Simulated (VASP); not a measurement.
# Pb (Fm-3m) in VASP: notebook

The runs below take Pb through single point, with PBE.

Everything below comes from runs of VASP 6.6.1. Logs are shortened: lines on timing, memory, paths and dates and some standing lists are left out, and cuts for length are marked.

## Step 1: The cell of the first run

It takes space group Fm-3m (No. 225, cubic). The conventional cell has a = 5.080 Å, b = 5.080 Å, c = 5.080 Å, α = 90.00°, β = 90.00°, γ = 90.00°. Within 4.7 Å of Pb (site symmetry m-3m) lie 12 Pb at 3.59 Å.

## Step 2: Single point, PBE

INCAR reads:

```
ALGO = Normal ; EDIFF = 1E-6
ENCUT = 520 ; GGA = PE
ISIF = 2 ; ISMEAR = -1
LASPH = T ; LCHARG = F
LREAL = F ; LWAVE = F
NBANDS = 13 ; NELM = 100
PREC = Accurate ; SIGMA = 0.06122561905347299
```

KPOINTS reads:

```
k-points
0
Gamma
  19 19 19
```

POSCAR reads:

```
Pb
1.0
    0.0000000000      2.5399898230      2.5399898230
    2.5399898230      0.0000000000      2.5399898230
    2.5399898230      2.5399898230      0.0000000000
Pb
1
Direct
    0.0000000000      0.0000000000      0.0000000000
```

Potentials or basis: VASP PAW PBE potentials, release 64 (Pb_d).

Launch:

```sh
cat potpaw_PBE.64/Pb_d/POTCAR > POTCAR
mpirun -np 1 vasp_std > vasp.out
```

OUTCAR:

```text
EDIFF = 1E-6
   ENCUT = 520
   GGA = PE
   ISIF = 2
   ISMEAR = -1
   LASPH = T
   LREAL = F
   NELM = 100
   PREC = Accurate

 ion  position               nearest neighbor table
   1  0.000  0.000  0.000-

  LATTYP: Found a face centered cubic cell.
 ALAT       =     5.0799796460

  Lattice vectors:

 A1 = (   0.0000000000,   2.5399898230,   2.5399898230)
 A2 = (   2.5399898230,   0.0000000000,   2.5399898230)
 A3 = (   2.5399898230,   2.5399898230,   0.0000000000)

Analysis of symmetry for initial positions (statically):
=====================================================================
 Subroutine PRICEL returns:
 Original cell was already a primitive cell.

 Routine SETGRP: Setting up the symmetry group for a
 face centered cubic supercell.

 Subroutine GETGRP returns: Found 48 space group operations
 (whereof 48 operations were pure point group operations)
 out of a pool of 48 trial point group operations.

The static configuration has the point symmetry O_h .

Analysis of symmetry for dynamics (positions and initial velocities):
=====================================================================
 Subroutine PRICEL returns:
 Original cell was already a primitive cell.

 Routine SETGRP: Setting up the symmetry group for a
 face centered cubic supercell.

 Subroutine GETGRP returns: Found 48 space group operations
 (whereof 48 operations were pure point group operations)
 out of a pool of 48 trial point group operations.

The dynamic configuration has the point symmetry O_h .

 Subroutine INISYM returns: Found 48 space group operations
 (whereof 48 operations are pure point group operations),
 and found     1 'primitive' translations

----------------------------------------------------------------------------------------

                                     Primitive cell

  volume of cell :      32.7737

  direct lattice vectors                    reciprocal lattice vectors
     0.000000000  2.539989823  2.539989823    -0.196851182  0.196851182  0.196851182
     2.539989823  0.000000000  2.539989823     0.196851182 -0.196851182  0.196851182
     2.539989823  2.539989823  0.000000000     0.196851182  0.196851182 -0.196851182

  length of vectors
     3.592088056  3.592088056  3.592088056     0.340956249  0.340956249  0.340956249

  position of ions in fractional coordinates (direct lattice)
     0.000000000  0.000000000  0.000000000

  ion indices of the primitive-cell ions
   primitive index   ion index
                 1           1

----------------------------------------------------------------------------------------

 KPOINTS: k-points

Automatic generation of k-mesh.
 Grid dimensions read from file:
 generate k-points for:   19   19   19

 Generating k-lattice:

  Cartesian coordinates                     Fractional coordinates (reciprocal lattice)
    -0.010360589  0.010360589  0.010360589     0.052631579  0.000000000  0.000000000
     0.010360589 -0.010360589  0.010360589     0.000000000  0.052631579  0.000000000
     0.010360589  0.010360589 -0.010360589     0.000000000  0.000000000  0.052631579

  Length of vectors
     0.017945066  0.017945066  0.017945066

  Shift w.r.t. Gamma in fractional coordinates (k-lattice)
     0.000000000  0.000000000  0.000000000

 Subroutine IBZKPT returns following result:
 ===========================================

 Found    220 irreducible k-points:

 Following reciprocal coordinates:
            Coordinates               Weight
  0.000000  0.000000  0.000000      1.000000
  0.052632  0.000000  0.000000      8.000000
  0.105263  0.000000  0.000000      8.000000
  0.157895  0.000000  0.000000      8.000000
  0.210526  0.000000  0.000000      8.000000
  0.263158  0.000000  0.000000      8.000000
[... 16 lines left out ...]
 -0.315789  0.052632  0.000000     24.000000
 -0.263158  0.052632  0.000000     24.000000
 [... further k-points ...]
   k-points           NKPTS =    220   k-points in BZ     NKDIM =    220   number of bands    NBANDS=     13
   number of dos      NEDOS =    301   number of ions     NIONS =      1
   total plane-waves  NPLWV =  21952
   dimension x,y,z NGX =    28 NGY =   28 NGZ =   28
   dimension x,y,z NGXF=    56 NGYF=   56 NGZF=   56
   ions per type =               1
   NGX,Y,Z   is equivalent  to a cutoff of  12.96, 12.96, 12.96 a.u.
   NGXF,Y,Z  is equivalent  to a cutoff of  25.92, 25.92, 25.92 a.u.
 SYSTEM =  unknown system
   PREC   = accura    normal or accurate (medium, high low for compatibility)
   ISTART =      0    job   : 0-new  1-cont  2-samecut
   ICHARG =      2    charge: 1-file 2-atom 10-const
   ISPIN  =      1    spin polarized calculation?
   LNONCOLLINEAR =      F non collinear calculations
   LSORBIT =      F    spin-orbit coupling
   LASPH  =      T    aspherical Exc in radial PAW
   ENCUT  =  520.0 eV  38.22 Ry    6.18 a.u.   6.68  6.68  6.68*2*pi/ulx,y,z
   NELM   =    100;   NELMIN=  2; NELMDL= -5     # of ELM steps
   EDIFF  = 0.1E-05   stopping-criterion for ELM
   LREAL  =      F    real-space projection
[... 7 lines left out ...]
   TEBEG  =    0.0;   TEEND  =   0.0 temperature during run
   PSTRESS=    0.0 pullay stress
   NELECT =      14.0000    total number of electrons
   NUPDOWN=      -1.0000    fix difference up-down
   EMIN   =  10.00;   EMAX   =-10.00  energy-range for DOS
   EFERMI =   0.00;   METHOD = LEGACY
   ISMEAR =    -1;   SIGMA  =   0.06  broadening in eV -4-tet -1-fermi 0-gaus
   EFERMI_NEDOS =   21; number of points for ismear=-14 and -15
   IALGO  =     38    algorithm
   IMIX   =      4    mixing-type and parameters
     AMIX     =   0.40;   BMIX     =  1.00
     AMIX_MAG =   1.60;   BMIX_MAG =  1.00
  volume/ion in A,a.u.               =      32.77       221.17
  Fermi-wavevector in a.u.,A,eV,Ry     =   1.232941  2.329920 20.682799  1.520143
  Thomas-Fermi vector in A             =   2.367691
   LORBIT       =      0    0 simple, 1 ext, 2 COOP (PROOUT), +10 PAW based schemes
   GGA     = PE    functional components
   LHFCALC =     F    Hartree Fock is set to
   AEXX    =    0.0000 exact exchange contribution
   IVDW    =     0    specifies the selected vdW correction
   LEPSILON=     F    determine dielectric tensor
   LRPA    =     F    only Hartree local field effects (RPA)
 non-spin polarized calculation
  energy-cutoff  :      520.00
  volume of cell :       32.77
 maximum number of plane-waves:       903
   NGX = 13   NGY = 13   NGZ = 13

 number of electron      14.0000002 magnetization

 Free energy of the ion-electron system (eV)
  ---------------------------------------------------
  ext. energy  EPLUGINS =         0.00000000
  ---------------------------------------------------
  free energy    TOTEN  =        -3.56590640 eV

  energy without entropy =       -3.55957459  energy(sigma->0) =       -3.56274049

 E-fermi :   6.4805     XC(G=0):  -9.8172

 val. band max:        6.4235419321   @ k =  -0.2105   0.1579   0.0526
 cond. band min:       6.4856950009   @ k =  -0.4211   0.3684   0.1053
 fundamental gap:      0.0621530688
 Fermi energy:         6.4805369932

 k-point     1 :       0.0000    0.0000    0.0000
  band No.  band energies     occupation
      1     -10.5825      2.00000
      2     -10.5825      2.00000
      3     -10.5825      2.00000
      4     -10.4729      2.00000
      5     -10.4729      2.00000
      6      -4.8091      2.00000
      7      13.2602      0.00000
      8      13.2602      0.00000
      9      13.2602      0.00000
     10      16.1460      0.00000
     11      16.8050      0.00000
     12      18.3733      0.00000
     13      18.3733      0.00000

 k-point     2 :       0.0526    0.0000    0.0000
  band No.  band energies     occupation
      1     -10.5824      2.00000
      2     -10.5792      2.00000
      3     -10.5792      2.00000
      4     -10.4731      2.00000
      5     -10.4731      2.00000
      6      -4.7601      2.00000
      7      12.5989      0.00000
      8      13.1979      0.00000
      9      13.1979      0.00000
     10      15.9537      0.00000
     11      17.1788      0.00000
     12      18.4849      0.00000
     13      18.4849      0.00000

 k-point     3 :       0.1053    0.0000    0.0000
  band No.  band energies     occupation
      1     -10.5823      2.00000
      2     -10.5706      2.00000
      3     -10.5706      2.00000
      4     -10.4729      2.00000
      5     -10.4729      2.00000
      6      -4.6130      2.00000
      7      11.2280      0.00000
      8      13.0278      0.00000
      9      13.0278      0.00000
     10      15.6465      0.00000
     11      17.8600      0.00000
     12      18.7863      0.00000
     13      18.7863      0.00000
[... 305 lines left out ...]
 k-point    23 :      -0.3158    0.0526    0.0000
  band No.  band energies     occupation
      1     -10.5878      2.00000
      2     -10.5605      2.00000
      3     -10.5578      2.00000
      4     -10.4195      2.00000
      5     -10.3987      2.00000
      6      -2.8783      2.00000
      7       5.0111      2.00000
      8      11.1369      0.00000
      9      12.1981      0.00000
     10      15.3450      0.00000
     11      16.2814      0.00000
     12      17.5188      0.00000
     13      18.6790      0.00000

 k-point    24 :      -0.2632    0.0526    0.0000
  band No.  band energies     occupation
      1     -10.5860      2.00000
      2     -10.5545      2.00000
      3     -10.5524      2.00000
      4     -10.4447      2.00000
      5     -10.4195      2.00000
      6      -3.3993      2.00000
      7       6.2931      1.91058
      8      11.3040      0.00000
      9      12.5120      0.00000
     10      15.3916      0.00000
     11      16.7831      0.00000
     12      17.7792      0.00000
     13      19.1370      0.00000

 [... further k-points ...]

------------------------ aborting loop because EDIFF is reached ----------------------------------------

  FORCE on cell =-STRESS in cart. coord.  units (eV):
  Direction    XX          YY          ZZ          XY          YZ          ZX
  --------------------------------------------------------------------------------------
  -------------------------------------------------------------------------------------
  Total       -0.1875453     -0.1875453     -0.1875453     -0.0000000      0.0000000      0.0000000
  in kB       -9.1683408     -9.1683408     -9.1683408     -0.0000000      0.0000000      0.0000000
  external PRESSURE =      -9.1683408 kB  Pullay stress =       0.0000000 kB

 VOLUME and BASIS-vectors are now :
 -----------------------------------------------------------------------------
  energy-cutoff  :      520.00
  volume of cell :       32.77
      direct lattice vectors                 reciprocal lattice vectors
     0.000000000  2.539989823  2.539989823    -0.196851182  0.196851182  0.196851182
     2.539989823  0.000000000  2.539989823     0.196851182 -0.196851182  0.196851182
     2.539989823  2.539989823  0.000000000     0.196851182  0.196851182 -0.196851182

 POSITION                                       TOTAL-FORCE (eV/Angst)
 -----------------------------------------------------------------------------------
      0.00000      0.00000      0.00000         0.000000      0.000000      0.000000
 -----------------------------------------------------------------------------------
    total drift:                               -0.000000     -0.000000     -0.000000

  FREE ENERGIE OF THE ION-ELECTRON SYSTEM (eV)
  ---------------------------------------------------
  free  energy   TOTEN  =        -3.5659063960 eV

  energy  without entropy=       -3.5595745883  energy(sigma->0) =       -3.56274049
```

Run time: 67 s. Hardware: 1 thread of Intel Xeon 6975P-C (Granite Rapids), shared host; peak memory 0.22 GiB.

What came out:

```
Free energy            : -3.5659 eV
Pressure               : -0.9 GPa
Band gap on the k mesh : zero (bands 7 and 8 overlap by 8.32 eV)
```

Levels at points of the mesh, in eV from the Fermi level:
```csv
k point,band 3,band 4,band 5,band 6,band 7,band 8,band 9,band 10,band 11,band 12
"(0.00, 0.00, 0.00)",-17.06,-16.95,-16.95,-11.29,6.78,6.78,6.78,9.67,10.32,11.89
```

Caveat: spin-orbit coupling is left out, which moves the levels of the heavy elements.

(Continued in part 2 of 2.)

The gap in the log of VASP goes by the Fermi energy; the results here count the filled bands.